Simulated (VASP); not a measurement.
# CoSi2 (MoSi2 type) (I4/mmm) in VASP: further runs

The runs below take CoSi2 (MoSi2 type) through single point, relaxation of cell and atoms, with PBE.

Everything below comes from runs of VASP 6.6.1. Logs are shortened: lines on timing, memory, paths and dates and some standing lists are left out, and cuts for length are marked.

## Step 1: The cell of the first run

The structure is tetragonal, space group I4/mmm (No. 139). Conventional cell: a = 2.923 Å, b = 2.923 Å, c = 6.708 Å, α = 90.00°, β = 90.00°, γ = 90.00°. Within 3.0 Å of Co (site symmetry 4/mmm) lie 10 Si at 2.25 to 2.34 Å and 4 Co at 2.92 Å. Si (site symmetry 4mm) has 5 Si at 2.21 to 2.36 Å and 5 Co at 2.25 to 2.34 Å within 2.9 Å.

## Step 2: Single point, PBE

INCAR

```
  PREC = Accurate
  ENCUT = 520
  EDIFF = 1E-7
  ISMEAR = -1
  SIGMA = 0.1
  LREAL = False
  LASPH = True
  NELM = 80
  ALGO = Normal
  ISIF = 2
  LWAVE = False
  LCHARG = False
  GGA = PE
  NBANDS = 16
```

KPOINTS

```
Automatic mesh
0
Gamma
  16 16 16
```

POSCAR

```
CoSi2
1.0
   -1.4617447554      1.4617447554      3.3537500244
    1.4617447554     -1.4617447554      3.3537500244
    1.4617447554      1.4617447554     -3.3537500244
Co Si
1 2
Direct
    0.0000000000      0.0000000000      0.0000000000
    0.3352142295      0.3352142295      0.0000000000
   -0.3352142295     -0.3352142295      0.0000000000
```

Potentials or basis: VASP PAW PBE potentials, release 64 (Co, Si).

On the command line:

```bash
> cat potpaw_PBE.64/Co/POTCAR potpaw_PBE.64/Si/POTCAR > POTCAR
> mpirun -np 1 vasp_std > vasp.out
```

OUTCAR:

```text
PREC = Accurate
   ENCUT = 520
   EDIFF = 1E-7
   ISMEAR = -1
   LREAL = False
   LASPH = True
   NELM = 80
   ISIF = 2
   GGA = PE

 ion  position               nearest neighbor table
   1  0.000  0.000  0.000-   2 2.25   3 2.25   3 2.34   2 2.34   3 2.34   3 2.34   3 2.34   2 2.34
                             2 2.34   2 2.34
   2  0.335  0.335  0.000-   3 2.21   1 2.25   1 2.34   1 2.34   1 2.34   1 2.34   3 2.36   3 2.36
                             3 2.36   3 2.36
   3  0.665  0.665  0.000-   2 2.21   1 2.25   1 2.34   1 2.34   1 2.34   1 2.34   2 2.36   2 2.36
                             2 2.36   2 2.36

  LATTYP: Found a body centered tetragonal cell.
 ALAT       =     2.9234895108
 C/A-ratio  =     2.2943472258

  Lattice vectors:

 A1 = (  -1.4617447554,   1.4617447554,   3.3537500244)
 A2 = (   1.4617447554,  -1.4617447554,   3.3537500244)
 A3 = (   1.4617447554,   1.4617447554,  -3.3537500244)

Analysis of symmetry for initial positions (statically):
=====================================================================
 Subroutine PRICEL returns:
 Original cell was already a primitive cell.

 Routine SETGRP: Setting up the symmetry group for a
 body centered tetragonal supercell.

 Subroutine GETGRP returns: Found 16 space group operations
 (whereof 16 operations were pure point group operations)
 out of a pool of 16 trial point group operations.

The static configuration has the point symmetry D_4h.

Analysis of symmetry for dynamics (positions and initial velocities):
=====================================================================
 Subroutine PRICEL returns:
 Original cell was already a primitive cell.

 Routine SETGRP: Setting up the symmetry group for a
 body centered tetragonal supercell.

 Subroutine GETGRP returns: Found 16 space group operations
 (whereof 16 operations were pure point group operations)
 out of a pool of 16 trial point group operations.

The dynamic configuration has the point symmetry D_4h.

 Subroutine INISYM returns: Found 16 space group operations
 (whereof 16 operations are pure point group operations),
 and found     1 'primitive' translations

----------------------------------------------------------------------------------------

                                     Primitive cell

  volume of cell :      28.6638

  direct lattice vectors                    reciprocal lattice vectors
    -1.461744755  1.461744755  3.353750024     0.000000000  0.342056982  0.149086842
[... 80 lines left out ...]
   ISTART =      0    job   : 0-new  1-cont  2-samecut
   ICHARG =      2    charge: 1-file 2-atom 10-const
   ISPIN  =      1    spin polarized calculation?
   LNONCOLLINEAR =      F non collinear calculations
   LSORBIT =      F    spin-orbit coupling
   LASPH  =      T    aspherical Exc in radial PAW
   ENCUT  =  520.0 eV  38.22 Ry    6.18 a.u.   7.33  7.33  7.33*2*pi/ulx,y,z
   NELM   =     80;   NELMIN=  2; NELMDL= -5     # of ELM steps
   EDIFF  = 0.1E-06   stopping-criterion for ELM
   LREAL  =      F    real-space projection
   EDIFFG = 0.1E-05   stopping-criterion for IOM
   NSW    =      0    number of steps for IOM
   IBRION =     -1    ionic relax: 0-MD 1-quasi-New 2-CG
   NFREE  =      0    steps in history (QN), initial steepest desc. (CG)
   ISIF   =      2    stress and relaxation
   ISYM   =      2    0-nonsym 1-usesym 2-fastsym
   POTIM  = 0.5000    time-step for ionic-motion
   TEBEG  =    0.0;   TEEND  =   0.0 temperature during run
   PSTRESS=    0.0 pullay stress
   NELECT =      17.0000    total number of electrons
   NUPDOWN=      -1.0000    fix difference up-down
   EMIN   =  10.00;   EMAX   =-10.00  energy-range for DOS
   EFERMI =   0.00;   METHOD = LEGACY
   ISMEAR =    -1;   SIGMA  =   0.10  broadening in eV -4-tet -1-fermi 0-gaus
   EFERMI_NEDOS =   21; number of points for ismear=-14 and -15
   IALGO  =     38    algorithm
   IMIX   =      4    mixing-type and parameters
     AMIX     =   0.40;   BMIX     =  1.00
     AMIX_MAG =   1.60;   BMIX_MAG =  1.00
  volume/ion in A,a.u.               =       9.55        64.48
  Fermi-wavevector in a.u.,A,eV,Ry     =   1.375456  2.599234 25.740561  1.891878
  Thomas-Fermi vector in A             =   2.500790
   LORBIT       =      0    0 simple, 1 ext, 2 COOP (PROOUT), +10 PAW based schemes
   GGA     = PE    functional components
[... 5 lines left out ...]
 non-spin polarized calculation
  energy-cutoff  :      520.00
  volume of cell :       28.66
 maximum number of plane-waves:       801
 NGX is ok and might be reduce to    30
   NGX = 15   NGY = 15   NGZ = 15

 number of electron      17.0000000 magnetization

 Free energy of the ion-electron system (eV)
  ---------------------------------------------------
  ext. energy  EPLUGINS =         0.00000000
  ---------------------------------------------------
  free energy    TOTEN  =       -17.01349793 eV

  energy without entropy =      -16.97964971  energy(sigma->0) =      -16.99657382

 E-fermi :  15.8137     XC(G=0): -13.3337

 val. band max:       15.8095197642   @ k =   0.1250  -0.0000   0.0000
 cond. band min:      15.8242438939   @ k =  -0.3750   0.3750   0.3750
 fundamental gap:      0.0147241298
 Fermi energy:        15.8136857462

 k-point     1 :       0.0000    0.0000    0.0000
  band No.  band energies     occupation
      1      -1.2724      2.00000
      2       8.1888      2.00000
      3      11.5514      2.00000
      4      11.5514      2.00000
      5      11.6270      2.00000
      6      12.1264      2.00000
[... 433 lines left out ...]
      3      11.2875      2.00000
      4      11.3138      2.00000
      5      11.6077      2.00000
      6      12.3685      2.00000
[... 8 lines left out ...]
     15      25.8250      0.00000
     16      26.9238      0.00000

 [... further k-points ...]
[... 5 lines left out ...]
  --------------------------------------------------------------------------------------
  -------------------------------------------------------------------------------------
  Total       11.7672856     11.7672856     11.8250371      0.0000000     -0.0000000      0.0000000
  in kB      657.7382668    657.7382668    660.9663121      0.0000000     -0.0000000      0.0000000
  external PRESSURE =     658.8142819 kB  Pullay stress =       0.0000000 kB

 VOLUME and BASIS-vectors are now :
 -----------------------------------------------------------------------------
  energy-cutoff  :      520.00
  volume of cell :       28.66
      direct lattice vectors                 reciprocal lattice vectors
    -1.461744755  1.461744755  3.353750024     0.000000000  0.342056982  0.149086842
     1.461744755 -1.461744755  3.353750024     0.342056982  0.000000000  0.149086842
     1.461744755  1.461744755 -3.353750024     0.342056982  0.342056982  0.000000000

 POSITION                                       TOTAL-FORCE (eV/Angst)
 -----------------------------------------------------------------------------------
      0.00000      0.00000      0.00000         0.000000      0.000000     -0.000000
      0.00000      0.00000      2.24845        -0.000000     -0.000000      0.000204
      0.00000      0.00000      4.45905        -0.000000     -0.000000     -0.000204
 -----------------------------------------------------------------------------------
    total drift:                               -0.000000     -0.000000      0.000000

  FREE ENERGIE OF THE ION-ELECTRON SYSTEM (eV)
  ---------------------------------------------------
  free  energy   TOTEN  =       -17.0134979324 eV

  energy  without entropy=      -16.9796497097  energy(sigma->0) =      -16.99657382
```

OSZICAR:

```text
N       E                     dE             d eps       ncg     rms          rms(c)
DAV:   1     0.640582517703E+02    0.64058E+02   -0.69952E+03 11328   0.109E+03
DAV:   2    -0.157205951387E+02   -0.79779E+02   -0.71132E+02 12584   0.216E+02
DAV:   3    -0.188324779855E+02   -0.31119E+01   -0.30477E+01 14440   0.456E+01
DAV:   4    -0.188793698398E+02   -0.46892E-01   -0.46868E-01 13552   0.534E+00
DAV:   5    -0.188806415319E+02   -0.12717E-02   -0.12717E-02 15032   0.915E-01    0.198E+01
DAV:   6    -0.229754369824E+02   -0.40948E+01   -0.22710E+01 11808   0.115E+02    0.211E+01
DAV:   7    -0.170248997670E+02    0.59505E+01   -0.11580E+01 12944   0.933E+01    0.519E+00
DAV:   8    -0.170426513678E+02   -0.17752E-01   -0.74964E-01 13168   0.584E+00    0.233E+00
DAV:   9    -0.170137413038E+02    0.28910E-01   -0.40018E-02 14768   0.458E+00    0.332E-01
DAV:  10    -0.170135350425E+02    0.20626E-03   -0.27084E-03 16240   0.628E-01    0.114E-01
DAV:  11    -0.170135008474E+02    0.34195E-04   -0.13252E-04 17648   0.206E-01    0.406E-02
DAV:  12    -0.170134977497E+02    0.30976E-05   -0.76355E-06 16744   0.329E-02    0.148E-02
DAV:  13    -0.170134980033E+02   -0.25354E-06   -0.69859E-07 14912   0.952E-03    0.528E-03
DAV:  14    -0.170134979026E+02    0.10065E-06   -0.47425E-08  9112   0.178E-03    0.189E-03
DAV:  15    -0.170134979324E+02   -0.29832E-07   -0.22644E-08  7544   0.343E-03
   1 F= -.17013498E+02 E0= -.16996574E+02  d E =-.338482E-01
```

Wall time 6.8 min (1 thread of AMD EPYC 7R13, shared host); peak memory 0.27 GiB.

What came out:

```
Free energy : -17.0135 eV
Pressure    : 65.9 GPa
```

(Part 1 of 3 ends here.)
